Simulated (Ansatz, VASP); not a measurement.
**Two plane-wave programs on BaTiO3**

File INCAR:

```
SYSTEM = BaTiO3
PREC = Accurate
ENCUT = 520
EDIFF = 1E-7
ISMEAR = -1
SIGMA = 0.1
LREAL = .False.
LASPH = .True.
NELM = 150
ALGO = Normal
ISIF = 2
LWAVE = .False.
LCHARG = .True.
LMAXMIX = 4
LDAU = .True.
LDAUTYPE = 2
LDAUL = -1 2 -1
LDAUU = 0 4.14 0
LDAUJ = 0 0 0
LDAUPRINT = 1
GGA = PE
LELF = .True.
LVHAR = .True.
NBANDS = 51
```

The input KPOINTS:

```
regular mesh
0
Gamma
  5 5 6
  0 0 0
```

POSCAR

```
BaTiO3
1.0
    4.0152432600      2.8592269000     -2.8680453000
    4.0152432600     -2.8592269000      2.8680453000
    0.0000000000     -2.8592269000     -2.8680453000
Ba Ti O
2 2 6
Direct
    0.0000000000      0.0000000000      0.0000000000
    0.5000000000      0.5000000000      0.0000000000
    0.9960500000      0.5039500000      0.4921000000
    0.4960500000      0.0039500000      0.4921000000
    0.7539500000      0.2460500000      0.5079000000
    0.2539500000      0.7460500000      0.5079000000
    0.7531450000      0.7468550000      0.4974900000
    0.2531450000      0.2468550000      0.4974900000
    0.9987450000      0.5012550000      0.0062900000
    0.4987450000      0.0012550000      0.0062900000
```

Input for Ansatz:

```yaml
crystal:
  lattice:
    - [-4.01524326, -2.8592269, 2.8680453]
    - [-4.01524326, 2.8592269, -2.8680453]
    - [0.0, 2.8592269, 2.8680453]
  atoms:
    - { symbol: Ba, position: [0.0, 0.0, 0.0] }
    - { symbol: Ba, position: [0.5, 0.5, 0.0] }
    - { symbol: Ti, position: [0.00395, 0.49605, 0.5079] }
    - { symbol: Ti, position: [0.50395, 0.99605, 0.5079] }
    - { symbol: O, position: [0.24605, 0.75395, 0.4921] }
    - { symbol: O, position: [0.74605, 0.25395, 0.4921] }
    - { symbol: O, position: [0.246855, 0.253145, 0.50251] }
    - { symbol: O, position: [0.746855, 0.753145, 0.50251] }
    - { symbol: O, position: [0.001255, 0.498745, 0.99371] }
    - { symbol: O, position: [0.501255, 0.998745, 0.99371] }
  symmetry: { tolerance: 0.0003 }
kpoints:
  mp_grid: { grid: [5, 5, 6], shift: [0, 0, 0] }
  band_path:
    path:
      - [0.0, 0.0, 0.0]
      - [0.5, -0.5, 0.5]
      - [0.49846501, -0.49846501, 0.50153499]
      - [-0.49846501, 0.49846501, 0.49846501]
      - [0.0, 0.0, 0.0]
      - [-0.5, -0.5, 0.0]
      - [-0.99846501, -0.00153499, 0.49846501]
      - [-0.00153499, -0.99846501, 0.50153499]
      - [0.0, -1.0, 0.5]
      - [0.5, -0.5, 0.5]
      - [0.0, 0.0, 0.0]
    npoints: 6
magnetization:
  spin_polarized: false
scf:
  occupations: { method: fermi_dirac }
  lower_state_search: "off"
  max_iter: 200
hamiltonian:
  pseudopotentials: { kind: paw }
  xc: pbe
  hubbard:
    projectors: all-electron-ortho-atomic
    sites: [{ species: Ti, l: d, u_eff: 4.14 }]
basis:
  ecutwfc: 420
  fft_grid_basis: typed
output:
  forces: true
  stress: true
  eigenvalues: true
  populations: true
  elf: true
  write_potential: true
  volumetric_format: npy
  dos:
    e_range: [-12, 8]
    de: 0.05
    projected: { site_lists: { Ba: [Ba], O: [O], Ti: [Ti] } }
checkpoint:
  read: saved_state
```

Alike in both runs: task single point; functional PBE; k mesh 5 × 5 × 6; no spin polarisation; Hubbard terms Ti d U = 4.14 eV.

|  | VASP | Ansatz |
| --- | --- | --- |
| version | VASP 6.6.1 | Ansatz 0.2.0 |
| potentials or method | VASP PAW PBE potentials, release 64 (Ba_sv, Ti_sv, O), cutoff 520 eV | PAW plane waves |
| occupations | fermi-dirac, width 0.1 eV | fermi-dirac |
| valence electrons in the cell | 80 | 80 |

```tsv
	VASP	Ansatz	Ansatz less VASP
pressure (GPa)	2.8	-0.7	-3.45
rms of the force components (eV/Å)	0.076	0.071	-0.0052
```

The programs project onto different local orbitals, so the same U acts differently, and such runs can settle in different states.

Neither program's run includes spin-orbit coupling.
